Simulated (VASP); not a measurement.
# Cu (I4/mmm) in VASP: further runs

Aim: see how the results for Cu move with the level of theory and the settings. Levels: PBEsol, RPBE. Tasks: single point.

Program: VASP 6.6.1. These are calculated values, not measurements. Logs are shortened: lines on timing, memory, paths and dates and some standing lists are left out, and cuts for length are marked.

**1. The cell of the first run**

It takes space group I4/mmm (No. 139, tetragonal). The conventional cell has a = 2.877 Å, b = 2.877 Å, c = 2.745 Å, α = 90.00°, β = 90.00°, γ = 90.00°. Within 3.2 Å of Cu (site symmetry 4/mmm) lie 14 Cu at 2.45 to 2.88 Å.

**2. Single point, PBEsol**

Input file INCAR:

```
ALGO     = Normal         # electronic algorithm
EDIFF    = 1E-6           # SCF threshold, eV
ENCUT    = 520            # plane-wave cutoff, eV
GGA      = PS             # functional
ISIF     = 2              # what is computed and relaxed
ISMEAR   = -1             # smearing method
LASPH    = True           # aspherical terms in the spheres
LCHARG   = False          # write CHGCAR
LREAL    = False          # projectors in reciprocal space
LWAVE    = False          # write WAVECAR
NBANDS   = 12             # bands
NELM     = 100            # most SCF steps
PREC     = Accurate       # precision mode
SIGMA    = 0.05           # smearing width, eV
```

Input file KPOINTS:

```
k-points
0
Gamma
  13 13 13
```

Input file POSCAR:

```
Cu
1.0
   -1.4383870572      1.4383870572      1.3726297555
    1.4383870572     -1.4383870572      1.3726297555
    1.4383870572      1.4383870572     -1.3726297555
Cu
1
Direct
    0.0000000000      0.0000000000      0.0000000000
```

Potentials or basis: VASP PAW PBE potentials, release 64 (Cu).

Run with:

```sh
$ cat potpaw_PBE.64/Cu/POTCAR > POTCAR
$ mpirun -np 1 vasp_std > vasp.out
```

OUTCAR:

```text
EDIFF = 1E-6
   ENCUT = 520
   GGA = PS
   ISIF = 2
   ISMEAR = -1
   LASPH = True
   LREAL = False
   NELM = 100
   PREC = Accurate

 ion  position               nearest neighbor table
   1  0.000  0.000  0.000-

  LATTYP: Found a body centered tetragonal cell.
 ALAT       =     2.8767741144
 C/A-ratio  =     0.9542840007

  Lattice vectors:

 A1 = (  -1.4383870572,   1.4383870572,   1.3726297555)
 A2 = (   1.4383870572,  -1.4383870572,   1.3726297555)
 A3 = (   1.4383870572,   1.4383870572,  -1.3726297555)

Analysis of symmetry for initial positions (statically):
=====================================================================
 Subroutine PRICEL returns:
 Original cell was already a primitive cell.

 Routine SETGRP: Setting up the symmetry group for a
 body centered tetragonal supercell.

 Subroutine GETGRP returns: Found 16 space group operations
 (whereof 16 operations were pure point group operations)
 out of a pool of 16 trial point group operations.

The static configuration has the point symmetry D_4h.

Analysis of symmetry for dynamics (positions and initial velocities):
=====================================================================
 Subroutine PRICEL returns:
 Original cell was already a primitive cell.

 Routine SETGRP: Setting up the symmetry group for a
 body centered tetragonal supercell.

 Subroutine GETGRP returns: Found 16 space group operations
 (whereof 16 operations were pure point group operations)
 out of a pool of 16 trial point group operations.

The dynamic configuration has the point symmetry D_4h.

 Subroutine INISYM returns: Found 16 space group operations
 (whereof 16 operations are pure point group operations),
 and found     1 'primitive' translations

----------------------------------------------------------------------------------------

                                     Primitive cell

  volume of cell :      11.3596

  direct lattice vectors                    reciprocal lattice vectors
    -1.438387057  1.438387057  1.372629755     0.000000000  0.347611582  0.364264288
     1.438387057 -1.438387057  1.372629755     0.347611582  0.000000000  0.364264288
     1.438387057  1.438387057 -1.372629755     0.347611582  0.347611582  0.000000000

  length of vectors
     2.453981886  2.453981886  2.453981886     0.503509963  0.503509963  0.491597013

  position of ions in fractional coordinates (direct lattice)
     0.000000000  0.000000000  0.000000000

  ion indices of the primitive-cell ions
   primitive index   ion index
                 1           1
[... 79 lines left out ...]
   ISYM   =      2    0-nonsym 1-usesym 2-fastsym
   POTIM  = 0.5000    time-step for ionic-motion
   TEBEG  =    0.0;   TEEND  =   0.0 temperature during run
   PSTRESS=    0.0 pullay stress
   NELECT =      11.0000    total number of electrons
   NUPDOWN=      -1.0000    fix difference up-down
   EMIN   =  10.00;   EMAX   =-10.00  energy-range for DOS
   EFERMI =   0.00;   METHOD = LEGACY
   ISMEAR =    -1;   SIGMA  =   0.05  broadening in eV -4-tet -1-fermi 0-gaus
   EFERMI_NEDOS =   21; number of points for ismear=-14 and -15
   IALGO  =     38    algorithm
   IMIX   =      4    mixing-type and parameters
     AMIX     =   0.40;   BMIX     =  1.00
     AMIX_MAG =   1.60;   BMIX_MAG =  1.00
  volume/ion in A,a.u.               =      11.36        76.66
  Fermi-wavevector in a.u.,A,eV,Ry     =   1.619636  3.060668 35.691084  2.623221
  Thomas-Fermi vector in A             =   2.713705
   LORBIT       =      0    0 simple, 1 ext, 2 COOP (PROOUT), +10 PAW based schemes
   GGA     = PS    functional components
   LHFCALC =     F    Hartree Fock is set to
   AEXX    =    0.0000 exact exchange contribution
   IVDW    =     0    specifies the selected vdW correction
   LEPSILON=     F    determine dielectric tensor
   LRPA    =     F    only Hartree local field effects (RPA)
 non-spin polarized calculation
  energy-cutoff  :      520.00
  volume of cell :       11.36
 maximum number of plane-waves:       323
   NGX =  9   NGY =  9   NGZ =  9

 number of electron      11.0000001 magnetization

 Free energy of the ion-electron system (eV)
  ---------------------------------------------------
  ext. energy  EPLUGINS =         0.00000000
  ---------------------------------------------------
  free energy    TOTEN  =        -4.27609462 eV

  energy without entropy =       -4.27353142  energy(sigma->0) =       -4.27481302

 E-fermi :   7.8327     XC(G=0): -13.1369

 val. band max:        7.8126232230   @ k =  -0.3077   0.4615   0.0769
 cond. band min:       7.8510001233   @ k =  -0.2308   0.4615   0.0769
 fundamental gap:      0.0383769003
 Fermi energy:         7.8326823851

 k-point     1 :       0.0000    0.0000    0.0000
  band No.  band energies     occupation
      1      -1.7931      2.00000
      2       4.5439      2.00000
      3       4.7416      2.00000
      4       4.7416      2.00000
      5       5.6351      2.00000
      6       5.8439      2.00000
      7      32.8372      0.00000
      8      32.8372      0.00000
      9      34.0691      0.00000
     10      36.9574      0.00000
     11      36.9760      0.00000
     12      36.9761      0.00000
[... 331 lines left out ...]
 k-point    24 :       0.4615    0.1538    0.0000
  band No.  band energies     occupation
      1       2.9903      2.00000
      2       3.9107      2.00000
      3       5.0352      2.00000
      4       5.7173      2.00000
      5       6.0614      2.00000
      6       8.7702      0.00000
      7      13.4606      0.00000
      8      20.1691      0.00000
      9      25.3165      0.00000
     10      31.7437      0.00000
     11      37.5473      0.00000
     12      39.9002      0.00000

 [... further k-points ...]

------------------------ aborting loop because EDIFF is reached ----------------------------------------

  FORCE on cell =-STRESS in cart. coord.  units (eV):
  Direction    XX          YY          ZZ          XY          YZ          ZX
  --------------------------------------------------------------------------------------
  -------------------------------------------------------------------------------------
  Total        0.0525560      0.0525560      0.0493796      0.0000000     -0.0000000      0.0000000
  in kB        7.4125613      7.4125613      6.9645552      0.0000000     -0.0000000      0.0000000
  external PRESSURE =       7.2632259 kB  Pullay stress =       0.0000000 kB

 VOLUME and BASIS-vectors are now :
 -----------------------------------------------------------------------------
  energy-cutoff  :      520.00
  volume of cell :       11.36
      direct lattice vectors                 reciprocal lattice vectors
    -1.438387057  1.438387057  1.372629755     0.000000000  0.347611582  0.364264288
     1.438387057 -1.438387057  1.372629755     0.347611582  0.000000000  0.364264288
     1.438387057  1.438387057 -1.372629755     0.347611582  0.347611582  0.000000000

 POSITION                                       TOTAL-FORCE (eV/Angst)
 -----------------------------------------------------------------------------------
      0.00000      0.00000      0.00000         0.000000      0.000000      0.000000
 -----------------------------------------------------------------------------------
    total drift:                                0.000000      0.000000      0.000000

  FREE ENERGIE OF THE ION-ELECTRON SYSTEM (eV)
  ---------------------------------------------------
  free  energy   TOTEN  =        -4.2760946213 eV

  energy  without entropy=       -4.2735314165  energy(sigma->0) =       -4.27481302
```

OSZICAR:

```text
N       E                     dE             d eps       ncg     rms          rms(c)
DAV:   1     0.405216971396E+02    0.40522E+02   -0.53589E+03  5356   0.154E+03
DAV:   2    -0.406956885632E+01   -0.44591E+02   -0.41071E+02  4840   0.202E+02
DAV:   3    -0.535100760854E+01   -0.12814E+01   -0.12651E+01  5468   0.392E+01
DAV:   4    -0.535842751702E+01   -0.74199E-02   -0.74187E-02  5268   0.264E+00
DAV:   5    -0.535849572111E+01   -0.68204E-04   -0.68203E-04  5492   0.259E-01    0.829E+00
DAV:   6    -0.468710604969E+01    0.67139E+00   -0.16087E+01  5440   0.773E+01    0.404E+00
DAV:   7    -0.429148802123E+01    0.39562E+00   -0.24437E+00  5504   0.299E+01    0.625E-01
DAV:   8    -0.427737582432E+01    0.14112E-01   -0.55114E-03  5812   0.868E-01    0.263E-01
DAV:   9    -0.427608655649E+01    0.12893E-02   -0.67502E-03  5912   0.139E+00    0.231E-02
DAV:  10    -0.427609354699E+01   -0.69905E-05   -0.33645E-05  6784   0.988E-02    0.561E-03
DAV:  11    -0.427609457189E+01   -0.10249E-05   -0.43768E-07  3744   0.126E-02    0.280E-04
DAV:  12    -0.427609462128E+01   -0.49392E-07   -0.49390E-08  2580   0.249E-03
   1 F= -.42760946E+01 E0= -.42748130E+01  d E =-.256320E-02
```

Wall time 30 s (1 thread of Intel Xeon 8259CL, shared host); peak memory 0.14 GiB.

What came out:

```yaml
Free_energy: -4.2761 eV
Pressure: 0.7 GPa
```

Levels at points of the mesh, in eV from the Fermi level:
| k point | band 3 | band 4 | band 5 | band 6 | band 7 | band 8 | band 9 | band 10 |
| --- | --- | --- | --- | --- | --- | --- | --- | --- |
| (0.00, 0.00, 0.00) | -3.09 | -3.09 | -2.20 | -1.99 | 25.00 | 25.00 | 26.24 | 29.12 |

Caveat: the PAW data sets were made with another functional, which shifts forces and pressure a little.

**3. Single point, RPBE**

This run uses another cell than the first one, of 11.46 Å³/atom, 1.009 times its volume.

Input file INCAR:

```
SYSTEM = Cu
ALGO = Normal
EDIFF = 1E-6
ENCUT = 520
GGA = RP
ISIF = 2
ISMEAR = -1
LASPH = .True.
LCHARG = .False.
LREAL = .False.
LWAVE = .False.
NBANDS = 12
NELM = 60
PREC = Accurate
SIGMA = 0.05
```

Input file KPOINTS:

```
k-points
0
Gamma
  13 13 13
  0 0 0
```

Input file POSCAR:

```
Cu
1.0
   -1.4427933200      1.4427933200      1.3760814500
    1.4427933200     -1.4427933200      1.3760814500
    1.4427933200      1.4427933200     -1.3760814500
Cu
1
Direct
    0.0000000000      0.0000000000      0.0000000000
```

Potentials or basis: VASP PAW PBE potentials, release 64 (Cu).

Run with:

```sh
$ cat potpaw_PBE.64/Cu/POTCAR > POTCAR
$ mpirun -np 1 vasp_std > vasp.out
```

Wall time 32 s (1 thread of Intel Xeon 8259CL, shared host); peak memory 0.14 GiB.

It converged, with:

```
Free energy : -3.1877 eV
Pressure    : 13.0 GPa
```

Levels at points of the mesh, in eV from the Fermi level:
```csv
k point,band 3,band 4,band 5,band 6,band 7,band 8,band 9,band 10
"(0.00, 0.00, 0.00)",-3.08,-3.08,-2.21,-2.00,24.87,24.87,26.11,28.96
```

Caveat: the PAW data sets were made with another functional, which shifts forces and pressure a little.
